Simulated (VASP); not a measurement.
# GeN (F-43m) in VASP: notebook, part 2 of 2

VASP 6.6.1. The steps go on from the part before.

## (3) Relaxation of cell and atoms, PBE

This run uses another cell than the first one, of 15.75 Å³/atom.

INCAR reads:

```
SYSTEM = GeN
PREC     = Accurate       ! precision mode
ENCUT    = 600            ! plane-wave cutoff, eV
EDIFF    = 1E-7           ! SCF threshold, eV
ISMEAR   = 0              ! smearing method
SIGMA    = 0.2            ! smearing width, eV
LREAL    = .FALSE.        ! projectors in reciprocal space
LASPH    = .TRUE.         ! aspherical terms in the spheres
NELM     = 120            ! most SCF steps
ALGO     = Normal         ! electronic algorithm
ISIF     = 3              ! what is computed and relaxed
LWAVE    = .FALSE.        ! write WAVECAR
LCHARG   = .FALSE.        ! write CHGCAR
GGA      = PE             ! functional
IBRION   = 2              ! ionic algorithm
NSW      = 36             ! ionic steps
EDIFFG   = -0.08          ! ionic threshold
GGA_COMPAT= .FALSE.      
NELMIN   = 4
```

KPOINTS reads:

```
regular mesh
0
G
  7 7 7
  0 0 0
```

POSCAR reads:

```
GeN
1.0
    0.0000000000      2.5064433800      2.5064433800
    2.5064433800      0.0000000000      2.5064433800
    2.5064433800      2.5064433800      0.0000000000
Ge N
1 1
Direct
    0.0000000000      0.0000000000      0.0000000000
    0.2500000000      0.2500000000      0.2500000000
```

Potentials or basis: VASP PAW PBE potentials, release 64 (Ge_d, N).

On the command line:

```bash
> cat potpaw_PBE.64/Ge_d/POTCAR potpaw_PBE.64/N/POTCAR > POTCAR
> mpirun -np 1 vasp_std > vasp.out
```

OUTCAR:

```text
SYSTEM = GeN
   PREC = Accurate
   ENCUT = 600
   EDIFF = 1E-7
   ISMEAR = 0
   LREAL = .FALSE.
   LASPH = .TRUE.
   NELM = 120
   ISIF = 3
   GGA = PE
   IBRION = 2
   NSW = 36
   EDIFFG = -0.08
   NELMIN = 4

 ion  position               nearest neighbor table
   1  0.000  0.000  0.000-   2 2.17   2 2.17   2 2.17   2 2.17
   2  0.250  0.250  0.250-   1 2.17   1 2.17   1 2.17   1 2.17

  LATTYP: Found a face centered cubic cell.
 ALAT       =     5.0128867600

  Lattice vectors:

 A1 = (   0.0000000000,   2.5064433800,   2.5064433800)
 A2 = (   2.5064433800,   0.0000000000,   2.5064433800)
 A3 = (   2.5064433800,   2.5064433800,   0.0000000000)

Analysis of symmetry for initial positions (statically):
=====================================================================
 Subroutine PRICEL returns:
 Original cell was already a primitive cell.

 Routine SETGRP: Setting up the symmetry group for a
 face centered cubic supercell.

 Subroutine GETGRP returns: Found 24 space group operations
 (whereof 24 operations were pure point group operations)
 out of a pool of 48 trial point group operations.

[... 149 lines left out ...]

 number of electron      19.0000012 magnetization

 Free energy of the ion-electron system (eV)
  ---------------------------------------------------
  ext. energy  EPLUGINS =         0.00000000
  ---------------------------------------------------
  free energy    TOTEN  =       -11.57859711 eV

  energy without entropy =      -11.55828899  energy(sigma->0) =      -11.56844305

------------------------ aborting loop because EDIFF is reached ----------------------------------------

  FORCE on cell =-STRESS in cart. coord.  units (eV):
  Direction    XX          YY          ZZ          XY          YZ          ZX
  --------------------------------------------------------------------------------------
  -------------------------------------------------------------------------------------
  Total       -1.9871891     -1.9871891     -1.9871891     -0.0000000      0.0000000      0.0000000
  in kB     -101.0988201   -101.0988201   -101.0988201     -0.0000000      0.0000000      0.0000000
  external PRESSURE =    -101.0988201 kB  Pullay stress =       0.0000000 kB
[... 59 lines left out ...]
--------------------------------------- Ionic step        3  -------------------------------------------

 number of electron      19.0000003 magnetization

 Free energy of the ion-electron system (eV)
  ---------------------------------------------------
  ext. energy  EPLUGINS =         0.00000000
  ---------------------------------------------------
  free energy    TOTEN  =       -11.71130943 eV

  energy without entropy =      -11.70012669  energy(sigma->0) =      -11.70571806

 E-fermi :   7.0046     XC(G=0): -10.9380

 val. band max:        6.8969517399   @ k =   0.2857   0.2857   0.0000
 cond. band min:       7.0460053088   @ k =   0.4286   0.2857   0.0000
 fundamental gap:      0.1490535689
 Fermi energy:         7.0046204247

 k-point     1 :       0.0000    0.0000    0.0000
  band No.  band energies     occupation
      1     -18.9958      2.00000
      2     -18.9958      2.00000
      3     -18.9958      2.00000
      4     -18.9486      2.00000
      5     -18.9486      2.00000
      6     -11.2170      2.00000
      7       2.8921      2.00000
      8       3.3834      2.00000
      9       3.3834      2.00000
     10       3.3834      2.00000
     11      10.8862      0.00000
     12      10.8862      0.00000
     13      10.8862      0.00000
[... 331 lines left out ...]
  FREE ENERGIE OF THE ION-ELECTRON SYSTEM (eV)
  ---------------------------------------------------
  free  energy   TOTEN  =       -11.7113094302 eV

  energy  without entropy=      -11.7001266875  energy(sigma->0) =      -11.70571806

 reached required accuracy - stopping structural energy minimisation
```

OSZICAR:

```text
N       E                     dE             d eps       ncg     rms          rms(c)
DAV:   1     0.125394048121E+03    0.12539E+03   -0.11143E+04   543   0.366E+03
DAV:   2     0.454950602057E+01   -0.12084E+03   -0.11596E+03   573   0.572E+02
DAV:   3    -0.124073659796E+02   -0.16957E+02   -0.16411E+02   615   0.139E+02
[... 27 lines left out ...]
DAV:   4    -0.117115697836E+02    0.20606E-02   -0.19659E-03   717   0.505E-01    0.788E-02
DAV:   5    -0.117113110756E+02    0.25871E-03   -0.51151E-04   625   0.578E-01    0.203E-02
DAV:   6    -0.117113099418E+02    0.11338E-05   -0.17380E-05   615   0.103E-01    0.103E-02
DAV:   7    -0.117113094887E+02    0.45310E-06   -0.10398E-06   635   0.213E-02    0.984E-04
DAV:   8    -0.117113094302E+02    0.58485E-07   -0.85727E-08   315   0.486E-03
   3 F= -.11711309E+02 E0= -.11705718E+02  d E =-.132712E+00
```

It took 42 s on 1 thread of Intel Xeon 8259CL, shared host; peak memory 0.16 GiB.

Results:

| Quantity | Value |
| --- | --- |
| Free energy | -11.7113 eV |
| Relaxed volume | 13.89 Å³/atom |
| Relaxed cell | a = 3.400 Å, b = 3.400 Å, c = 3.400 Å, α = 60.00°, β = 60.00°, γ = 60.00° |
| Space group after relaxing (to 0.1 Å) | F-43m (No. 216) |
| Energy gained by relaxing | 66.4 meV/atom |
| Ionic steps | 3 |
| Pressure after relaxing | 0.1 GPa |
| Band gap on the k mesh | zero (an odd number of electrons rules out a gap without spin polarisation) |

Step by step:
| step | energy change (eV) | largest force (eV/Å) | pressure (GPa) | volume (Å³) |
| --- | --- | --- | --- | --- |
| 1 | 0.0000 | 0.0000 | -10.11 | 31.49 |
| 2 | -0.1278 | 0.0000 | 2.62 | 27.18 |
| 3 | -0.1327 | 0.0000 | 0.08 | 27.78 |

Final structure:
```yaml
crystal:
  lattice:
    - [0.00000, 2.40392, 2.40392]
    - [2.40392, 0.00000, 2.40392]
    - [2.40392, 2.40392, 0.00000]
  atoms:
    - { symbol: Ge, position: [0.00000, 0.00000, 0.00000] }
    - { symbol: N, position: [0.25000, 0.25000, 0.25000] }
```
